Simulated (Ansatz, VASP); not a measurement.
One calculation of Sc, two programs

```
Sc
1.0
     1.65060    2.85892    0.00000
    -1.65060    2.85892    0.00000
     0.00000    0.00000    5.24388
Sc
2
Direct
  0.33333 0.33334 0.25000
  0.66666 0.66667 0.75000
```

Alike in both runs: task single point; functional PBE; k mesh 12 × 12 × 7; no spin polarisation.

|  | VASP | Ansatz |
| --- | --- | --- |
| version | VASP 6.6.1 | Ansatz 0.2.0 |
| potentials or method | VASP PAW PBE potentials, release 64 (Sc_sv), cutoff 520 eV | PAW plane waves |
| occupations | fermi-dirac, width 0.1 eV | fermi-dirac |
| valence electrons in the cell | 22 | 22 |

|  | VASP | Ansatz | Ansatz less VASP |
| --- | --- | --- | --- |
| pressure (GPa) | 0.0 | 0.0 | -0.02 |
| traceless stress, the component that is largest in VASP (GPa) | -0.78 | -0.78 | -0.004 |

Ansatz's warnings: structure snapped to symmetry.
